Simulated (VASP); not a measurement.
# TiW (Cmmm) in VASP: further runs

TiW is run at these levels: LDA; tasks: single point.

Everything below comes from runs of VASP 6.6.1. Logs are shortened: lines on timing, memory, paths and dates and some standing lists are left out, and cuts for length are marked.

## Step 1: The cell of the first run

It takes space group Cmmm (No. 65, orthorhombic). The conventional cell has a = 3.229 Å, b = 4.569 Å, c = 4.527 Å, α = 90.00°, β = 90.00°, γ = 90.00°. Within 3.7 Å of Ti (site symmetry mmm) lie 8 W at 2.78 to 3.22 Å and 6 Ti at 2.80 to 3.23 Å. W (site symmetry mmm) has 8 Ti at 2.78 to 3.22 Å and 6 W at 2.80 to 3.23 Å within 3.7 Å.

## Step 2: Single point, LDA

Input file INCAR:

```
ALGO = Normal
EDIFF = 1E-6
ENCUT = 520
GGA = CA
ISIF = 2
ISMEAR = -1
LASPH = T
LCHARG = F
LREAL = F
LWAVE = F
NBANDS = 20
NELM = 80
PREC = Accurate
SIGMA = 0.1
```

Input file KPOINTS:

```
k-points
0
Gamma
  11 11 7
```

Input file POSCAR:

```
TiW
1.0
    1.6147025367     -2.2842995866      0.0000000000
    1.6147025367      2.2842995866      0.0000000000
    0.0000000000      0.0000000000      4.5269177954
Ti W
1 1
Direct
    0.0000000000      0.0000000000      0.0000000000
    0.5000000000      0.5000000000      0.5000000000
```

Potentials or basis: VASP PAW LDA potentials, release 64 (Ti_sv, W_sv).

Launch:

```console
cat potpaw_LDA.64/Ti_sv/POTCAR potpaw_LDA.64/W_sv/POTCAR > POTCAR
mpirun -np 1 vasp_std > vasp.out
```

OUTCAR:

```text
EDIFF = 1E-6
   ENCUT = 520
   GGA = CA
   ISIF = 2
   ISMEAR = -1
   LASPH = T
   LREAL = F
   NELM = 80
   PREC = Accurate

 ion  position               nearest neighbor table
   1  0.000  0.000  0.000-   2 2.78   2 2.78   2 2.78   2 2.78
   2  0.500  0.500  0.500-   1 2.78   1 2.78   1 2.78   1 2.78

  LATTYP: Found a base centered orthorhombic cell.
 ALAT       =     3.2294050734
 B/A-ratio  =     1.4146875568
 C/A-ratio  =     1.4017807282

  Lattice vectors:

 A1 = (   1.6147025367,  -2.2842995866,   0.0000000000)
 A2 = (   1.6147025367,   2.2842995866,   0.0000000000)
 A3 = (   0.0000000000,   0.0000000000,   4.5269177954)

Analysis of symmetry for initial positions (statically):
=====================================================================
 Subroutine PRICEL returns:
 Original cell was already a primitive cell.

 Routine SETGRP: Setting up the symmetry group for a
 base centered orthorhombic supercell.

 Subroutine GETGRP returns: Found  8 space group operations
 (whereof  8 operations were pure point group operations)
 out of a pool of  8 trial point group operations.

The static configuration has the point symmetry D_2h.

Analysis of symmetry for dynamics (positions and initial velocities):
=====================================================================
 Subroutine PRICEL returns:
 Original cell was already a primitive cell.

 Routine SETGRP: Setting up the symmetry group for a
 base centered orthorhombic supercell.

 Subroutine GETGRP returns: Found  8 space group operations
 (whereof  8 operations were pure point group operations)
 out of a pool of  8 trial point group operations.

The dynamic configuration has the point symmetry D_2h.

 Subroutine INISYM returns: Found  8 space group operations
 (whereof  8 operations are pure point group operations),
 and found     1 'primitive' translations

----------------------------------------------------------------------------------------

                                     Primitive cell

  volume of cell :      33.3947
[... 72 lines left out ...]
   number of dos      NEDOS =    301   number of ions     NIONS =      2
   total plane-waves  NPLWV =  20736
   dimension x,y,z NGX =    24 NGY =   24 NGZ =   36
   dimension x,y,z NGXF=    48 NGYF=   48 NGZF=   72
   ions per type =               1   1
   NGX,Y,Z   is equivalent  to a cutoff of  14.26, 14.26, 13.22 a.u.
   NGXF,Y,Z  is equivalent  to a cutoff of  28.53, 28.53, 26.44 a.u.
 SYSTEM =  unknown system
   PREC   = accura    normal or accurate (medium, high low for compatibility)
   ISTART =      0    job   : 0-new  1-cont  2-samecut
   ICHARG =      2    charge: 1-file 2-atom 10-const
   ISPIN  =      1    spin polarized calculation?
   LNONCOLLINEAR =      F non collinear calculations
   LSORBIT =      F    spin-orbit coupling
   LASPH  =      T    aspherical Exc in radial PAW
   ENCUT  =  520.0 eV  38.22 Ry    6.18 a.u.   5.20  5.20  8.42*2*pi/ulx,y,z
   NELM   =     80;   NELMIN=  2; NELMDL= -5     # of ELM steps
   EDIFF  = 0.1E-05   stopping-criterion for ELM
   LREAL  =      F    real-space projection
   EDIFFG = 0.1E-04   stopping-criterion for IOM
   NSW    =      0    number of steps for IOM
   IBRION =     -1    ionic relax: 0-MD 1-quasi-New 2-CG
   NFREE  =      0    steps in history (QN), initial steepest desc. (CG)
   ISIF   =      2    stress and relaxation
   ISYM   =      2    0-nonsym 1-usesym 2-fastsym
   POTIM  = 0.5000    time-step for ionic-motion
   TEBEG  =    0.0;   TEEND  =   0.0 temperature during run
   PSTRESS=    0.0 pullay stress
   NELECT =      26.0000    total number of electrons
   NUPDOWN=      -1.0000    fix difference up-down
   EMIN   =  10.00;   EMAX   =-10.00  energy-range for DOS
   EFERMI =   0.00;   METHOD = LEGACY
   ISMEAR =    -1;   SIGMA  =   0.10  broadening in eV -4-tet -1-fermi 0-gaus
   EFERMI_NEDOS =   21; number of points for ismear=-14 and -15
   IALGO  =     38    algorithm
   IMIX   =      4    mixing-type and parameters
     AMIX     =   0.40;   BMIX     =  1.00
     AMIX_MAG =   1.60;   BMIX_MAG =  1.00
  volume/ion in A,a.u.               =      16.70       112.68
  Fermi-wavevector in a.u.,A,eV,Ry     =   1.506052  2.846025 30.860622  2.268192
  Thomas-Fermi vector in A             =   2.616820
   LORBIT       =      0    0 simple, 1 ext, 2 COOP (PROOUT), +10 PAW based schemes
   GGA     = CA    functional components
   LHFCALC =     F    Hartree Fock is set to
   AEXX    =    0.0000 exact exchange contribution
   IVDW    =     0    specifies the selected vdW correction
   LEPSILON=     F    determine dielectric tensor
   LRPA    =     F    only Hartree local field effects (RPA)
 non-spin polarized calculation
  energy-cutoff  :      520.00
  volume of cell :       33.39
 maximum number of plane-waves:       912
 NGX is ok and might be reduce to    24
   NGX = 11   NGY = 11   NGZ = 17

 number of electron      25.9999998 magnetization

 Free energy of the ion-electron system (eV)
  ---------------------------------------------------
  ext. energy  EPLUGINS =         0.00000000
  ---------------------------------------------------
  free energy    TOTEN  =       -22.65311143 eV

  energy without entropy =      -22.56009702  energy(sigma->0) =      -22.60660422

 E-fermi :   9.0311     XC(G=0): -12.7699

 val. band max:        9.0295300427   @ k =  -0.1818   0.0909   0.1429
 cond. band min:       9.0347079932   @ k =   0.3636   0.0000   0.4286
 fundamental gap:      0.0051779506
 Fermi energy:         9.0311171768

 k-point     1 :       0.0000    0.0000    0.0000
  band No.  band energies     occupation
      1     -63.9743      2.00000
      2     -46.6856      2.00000
      3     -28.4824      2.00000
      4     -28.1089      2.00000
      5     -27.9389      2.00000
      6     -23.2271      2.00000
[... 541 lines left out ...]
     19      14.1224      0.00000
     20      15.1321      0.00000

 [... further k-points ...]
[... 5 lines left out ...]
  --------------------------------------------------------------------------------------
  -------------------------------------------------------------------------------------
  Total       -3.4996805     -3.3026893     -3.3174627      0.0000000      0.0000000      0.0000000
  in kB     -167.9039031   -158.4528693   -159.1616540      0.0000000      0.0000000      0.0000000
  external PRESSURE =    -161.8394755 kB  Pullay stress =       0.0000000 kB

 VOLUME and BASIS-vectors are now :
 -----------------------------------------------------------------------------
  energy-cutoff  :      520.00
  volume of cell :       33.39
      direct lattice vectors                 reciprocal lattice vectors
     1.614702537 -2.284299587  0.000000000     0.309654558 -0.218885475  0.000000000
     1.614702537  2.284299587  0.000000000     0.309654558  0.218885475  0.000000000
     0.000000000  0.000000000  4.526917795     0.000000000  0.000000000  0.220900852

 POSITION                                       TOTAL-FORCE (eV/Angst)
 -----------------------------------------------------------------------------------
      0.00000      0.00000      0.00000        -0.000000      0.000000      0.000000
      1.61470      0.00000      2.26346         0.000000      0.000000      0.000000
 -----------------------------------------------------------------------------------
    total drift:                                0.000000      0.000000     -0.000000

  FREE ENERGIE OF THE ION-ELECTRON SYSTEM (eV)
  ---------------------------------------------------
  free  energy   TOTEN  =       -22.6531114268 eV

  energy  without entropy=      -22.5600970212  energy(sigma->0) =      -22.60660422
```

OSZICAR:

```text
N       E                     dE             d eps       ncg     rms          rms(c)
DAV:   1     0.275260656142E+03    0.27526E+03   -0.14692E+04  5768   0.156E+03
DAV:   2    -0.977732196708E+01   -0.28504E+03   -0.27880E+03  6008   0.458E+02
DAV:   3    -0.241040976099E+02   -0.14327E+02   -0.13908E+02  7964   0.996E+01
DAV:   4    -0.245604525152E+02   -0.45635E+00   -0.45465E+00  6784   0.145E+01
DAV:   5    -0.245732736188E+02   -0.12821E-01   -0.12818E-01  7644   0.213E+00    0.198E+01
DAV:   6    -0.235698073164E+02    0.10035E+01   -0.11963E+01  6224   0.254E+01    0.960E+00
DAV:   7    -0.231302739233E+02    0.43953E+00   -0.12148E+01  6792   0.199E+01    0.533E+00
DAV:   8    -0.226521974900E+02    0.47808E+00   -0.18255E+00  6348   0.829E+00    0.100E+00
DAV:   9    -0.226541633774E+02   -0.19659E-02   -0.90367E-02  8144   0.164E+00    0.830E-01
DAV:  10    -0.226533285551E+02    0.83482E-03   -0.20123E-02  6244   0.134E+00    0.983E-02
DAV:  11    -0.226531059388E+02    0.22262E-03   -0.87024E-04  6112   0.333E-01    0.896E-02
DAV:  12    -0.226531195756E+02   -0.13637E-04   -0.11831E-04  6528   0.777E-02    0.350E-02
DAV:  13    -0.226531113409E+02    0.82347E-05   -0.38636E-05  6620   0.432E-02    0.744E-03
DAV:  14    -0.226531114268E+02   -0.85898E-07   -0.11454E-06  3848   0.107E-02
   1 F= -.22653111E+02 E0= -.22606604E+02  d E =-.930144E-01
```

Run time: 64 s. Hardware: 1 thread of Intel Xeon Platinum 8259CL at 2.50GHz (Skylake/Cascade Lake), shared host; peak memory 0.21 GiB.

What came out:

```yaml
Free_energy: -22.6531 eV
Pressure: -16.2 GPa
Band_gap_on_the_k_mesh: zero (band 13 reaches 10.14 eV, above the bottom of band 14 at 8.44 eV)
```

Stress tensor (GPa, compression positive):
```
-16.79   0.00   0.00
  0.00 -15.85   0.00
  0.00   0.00 -15.92
```

Levels at points of the mesh, in eV from the Fermi level:
| k point | band 10 | band 11 | band 12 | band 13 | band 14 | band 15 | band 16 | band 17 |
| --- | --- | --- | --- | --- | --- | --- | --- | --- |
| (0.00, 0.00, 0.00) | -3.88 | -1.92 | 0.30 | 0.44 | 0.62 | 1.49 | 2.74 | 2.80 |

Caveat: spin-orbit coupling is left out, which moves the levels of the heavy elements.

## Step 3: Single point, LDA

This run uses another cell than the first one, of 17.02 Å³/atom, 1.019 times its volume.

Input file INCAR:

```
SYSTEM = TiW
  PREC = Accurate
  ENCUT = 520
  EDIFF = 1E-7
  ISMEAR = -1
  SIGMA = 0.1
  LREAL = .FALSE.
  LASPH = .TRUE.
  NELM = 60
  ALGO = Normal
  ISIF = 2
  LWAVE = .FALSE.
  LCHARG = .FALSE.
  NBANDS = 20
```

Input file KPOINTS:

```
Automatic mesh
0
G
  11 11 7
  0 0 0
```

Input file POSCAR:

```
TiW
1.0
    1.6249875435     -2.2988496578      0.0000000000
    1.6249875435      2.2988496578      0.0000000000
    0.0000000000      0.0000000000      4.5557524441
Ti W
1 1
Direct
    0.0000000000      0.0000000000      0.0000000000
    0.5000000000      0.5000000000      0.5000000000
```

Potentials or basis: VASP PAW LDA potentials, release 64 (Ti_sv, W_sv).

Launch:

```console
cat potpaw_LDA.64/Ti_sv/POTCAR potpaw_LDA.64/W_sv/POTCAR > POTCAR
mpirun -np 1 vasp_std > vasp.out
```

Wall time 73 s (1 thread of Intel Xeon Platinum 8259CL at 2.50GHz (Skylake/Cascade Lake), shared host); peak memory 0.22 GiB.

It converged, with:

```
Free energy            : -22.5828 eV
Pressure               : -19.0 GPa
Band gap on the k mesh : zero (band 13 reaches 9.86 eV, above the bottom of band 14 at 8.22 eV)
```

Stress tensor (GPa, compression positive):
```
-19.57   0.00   0.00
  0.00 -18.79   0.00
  0.00   0.00 -18.64
```

Levels at points of the mesh, in eV from the Fermi level:
```tsv
k point	band 9	band 10	band 11	band 12	band 13	band 14	band 15	band 16	band 17	band 18
(0.00, 0.00, 0.00)	-7.35	-3.80	-1.86	0.30	0.44	0.61	1.42	2.68	2.75	2.79
```

Caveat: spin-orbit coupling is left out, which moves the levels of the heavy elements.
